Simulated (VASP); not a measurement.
Wanted: the native input for a VASP 6.6.1 run.

- Task: single point
- Functional: PBE
- Potentials or basis: VASP PAW PBE potentials, release 64 (Na_pv, H)
- Cutoff: 500 eV
- k mesh: 6 × 6 × 6, shifted
- Occupations: gaussian, width 0.01 eV
- Spin: no spin polarisation
- Dipole correction: no
- Further INCAR settings: ALGO = Normal; EDIFF = 1e-06; NBANDS = 11

The structure of NaH lies in POSCAR:

```
NaH
1.0
    2.9323912064      0.0000000000      0.0000000000
    0.0000000000      2.9323912064      0.0000000000
    0.0000000000      0.0000000000      2.9323912064
Na H
1 1
Direct
    0.0000000000      0.0000000000      0.0000000000
    0.5000000000      0.5000000000      0.5000000000
```

These files were run (other wordings do the same):

INCAR

```
SYSTEM = NaH
PREC = Accurate ; ENCUT = 500
EDIFF = 1E-6 ; ISMEAR = 0
SIGMA = 0.01 ; LREAL = .False.
LASPH = .True. ; NELM = 120
ALGO = Normal ; ISIF = 2
LWAVE = .False. ; LCHARG = .True.
GGA = PE ; LELF = .True.
LVHAR = .True. ; NBANDS = 11
GGA_COMPAT = .False.
```

KPOINTS

```
Automatic mesh
0
Gamma
  6 6 6
  0.5 0.5 0.5
```

Potentials or basis: VASP PAW PBE potentials, release 64 (Na_pv, H).

Launch:

```bash
$ cat potpaw_PBE.64/Na_pv/POTCAR potpaw_PBE.64/H/POTCAR > POTCAR
$ mpirun -np 1 vasp_std > vasp.out
```

Results of the run:

```json
{"Pressure": "0.7 GPa", "Band gap on the k mesh": "2.31 eV, indirect (least direct gap 5.39 eV)"}
```

It took 7 s on 1 thread of Intel Xeon 8259CL, with other jobs on the host, peak memory 0.13 GiB.
